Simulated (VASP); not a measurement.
Set up this calculation in VASP 6.6.1, as the native input.

| Item | Value |
| --- | --- |
| Task | single point |
| Functional | PBEsol |
| Potentials or basis | VASP PAW PBE potentials, release 64 (Sn_d) |
| Cutoff | 520 eV |
| k mesh | 4 × 4 × 4 |
| Occupations | gaussian, width 0.1 eV |
| Spin | no spin polarisation |
| Dipole correction | no |
| Further INCAR settings | ALGO = Normal; EDIFF = 1e-06; NBANDS = 21 |

The structure of Sn lies in POSCAR:

```
Sn
1.0
    0.0000000000      3.2701710831      3.2701710831
    3.2701710831      0.0000000000      3.2701710831
    3.2701710831      3.2701710831      0.0000000000
Sn
2
Direct
    0.0000000000      0.0000000000      0.0000000000
    0.2500000000      0.2500000000      0.2500000000
```

This isn't the form of Sn at room conditions, which is tetragonal (white tin).

One way to write it, as run:

INCAR

```
SYSTEM = Sn
PREC = Accurate
ENCUT = 520
EDIFF = 1E-6
ISMEAR = 0
SIGMA = 0.1
LREAL = .False.
LASPH = .True.
NELM = 80
ALGO = Normal
ISIF = 2
LWAVE = .False.
LCHARG = .True.
GGA = PS
LELF = .True.
LVHAR = .True.
NBANDS = 21
```

KPOINTS

```
regular mesh
0
Gamma
  4 4 4
  0 0 0
```

Potentials or basis: VASP PAW PBE potentials, release 64 (Sn_d).

Run with:

```bash
$ cat potpaw_PBE.64/Sn_d/POTCAR > POTCAR
$ mpirun -np 1 vasp_std > vasp.out
```

Results of the run:

```
Pressure               : 0.6 GPa
Band gap on the k mesh : zero (bands 14 and 15 overlap by 0.20 eV)
```

Caveat: the k points lie up to 0.42 Å⁻¹ apart; the PAW data sets were made with another functional, which shifts forces and pressure a little; spin-orbit coupling is left out, which moves the levels of the heavy elements.

Run time: 12 s on 1 thread of Intel(R) Xeon(R) Platinum 8259CL CPU @ 2.50GHz (Skylake/Cascade Lake), on a shared host, peak memory 0.2 GiB.
